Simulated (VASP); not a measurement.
# CrO2: single point with PBE+U

CrO2:

```
Cr O
1.0
     4.42100    0.00000    0.00000
     0.00000    4.42100    0.00000
     0.00000    0.00000    2.91700
Cr O
2 4
Direct
  0.00000 0.00000 0.00000
  0.50000 0.50000 0.53000
  0.30100 0.30100 0.00000
  0.19900 0.80100 0.50000
  0.69900 0.69900 0.00000
  0.80100 0.19900 0.50000
```

```json
{
 "Program": "VASP 6.6.1",
 "Task": "single point",
 "Functional": "PBE",
 "Potentials or basis": "VASP PAW PBE potentials, release 64 (Cr_pv, O)",
 "Cutoff": "520 eV",
 "k mesh": "4 × 4 × 6",
 "Occupations": "fermi-dirac, width 0.1 eV",
 "Spin": "collinear spin, antiferromagnetic start",
 "Starting moments": "[2.1, -2.1, 0.0, 0.0, 0.0, 0.0] μB",
 "Hubbard terms": "Cr d U = 2.9 eV, J = 0.9 eV",
 "Dipole correction": "no",
 "LDAUTYPE": "1",
 "Hund's J": "0.9",
 "Further INCAR settings": "ALGO = Normal; EDIFF = 1e-06; NBANDS = 37"
}
```

```json
{
  "Pressure": "7.8 GPa",
  "Largest force": "1.427 eV/Å",
  "Net moment": "0.07 μB per cell",
  "Site moments": "Cr +1.89, -1.75; O -0.03, -0.01 (each value once) μB",
  "Valence electrons inside the program's atomic spheres": "Cr 10.83, 10.85; O 5.05"
}
```

Forces in eV/Å, atoms in the order of the input:
```
Cr   0.000  0.000 -0.080
Cr   0.000  0.000 -1.427
O   -0.241 -0.241  0.591
O    0.232 -0.232  0.163
O    0.241  0.241  0.591
O   -0.232  0.232  0.163
```

Stress tensor (GPa, compression positive):
```
 5.76  0.87  0.00
 0.87  5.76  0.00
 0.00  0.00 11.80
```

Levels at points of the mesh, in eV from the Fermi level:
Spin up:
```csv
k point,band 21,band 22,band 23,band 24,band 25,band 26,band 27,band 28
"(0.00, 0.00, 0.00)",-1.33,-0.97,-0.91,-0.48,-0.05,1.64,2.34,2.35
"(0.50, 0.00, 0.00)",-1.61,-1.25,-1.25,-0.76,0.87,1.80,2.60,3.16
"(0.50, 0.50, 0.00)",-2.13,-1.94,-1.89,-1.69,1.39,1.61,2.21,2.34
"(0.00, 0.00, 0.50)",-2.42,-2.11,-1.41,0.33,0.53,1.49,3.01,3.04
"(0.50, 0.00, 0.50)",-1.66,-1.61,-1.41,-0.97,-0.08,1.62,2.44,2.54
"(0.50, 0.50, 0.50)",-1.54,-1.39,-1.18,-0.41,0.26,1.18,3.17,3.20
```
Spin down:
```tsv
k point	band 20	band 21	band 22	band 23	band 24	band 25	band 26	band 27	band 28	band 29
(0.00, 0.00, 0.00)	-2.02	-1.19	-0.98	-0.81	-0.49	0.24	1.66	2.35	2.54	2.66
(0.50, 0.00, 0.00)	-2.60	-1.47	-1.36	-1.27	-0.68	1.12	2.11	2.61	3.22	3.88
(0.50, 0.50, 0.00)	-2.21	-2.18	-1.89	-1.73	-1.45	1.59	1.61	2.35	2.48	3.72
(0.00, 0.00, 0.50)	-3.21	-2.46	-2.13	-1.35	0.30	0.77	1.79	2.97	3.11	3.61
(0.50, 0.00, 0.50)	-3.01	-1.70	-1.63	-1.34	-0.91	0.19	1.86	2.45	2.58	3.53
(0.50, 0.50, 0.50)	-2.00	-1.57	-1.33	-1.20	-0.43	0.49	1.45	3.27	3.33	3.56
```

Eigenvalues of the final occupation matrices:
```
    site  spin  trace               eigenvalues
site 1 d     1   2.94  0.35 0.35 0.39 0.90 0.95
site 1 d     2   1.08  0.07 0.10 0.20 0.35 0.37
site 2 d     1   1.16  0.08 0.10 0.25 0.36 0.37
site 2 d     2   2.88  0.27 0.36 0.39 0.91 0.95
```

Run time: 93 s on 1 thread of Intel(R) Xeon(R) 6975P-C (Granite Rapids) (shared host), peak memory 0.24 GiB.

Caveat: the stress differs along the axes, from 6 to 12 GPa; forces of over 1 eV/Å act on the atoms, so gaps and moduli don't describe the material at rest. The state reached can hang on the start; a lower one may exist.
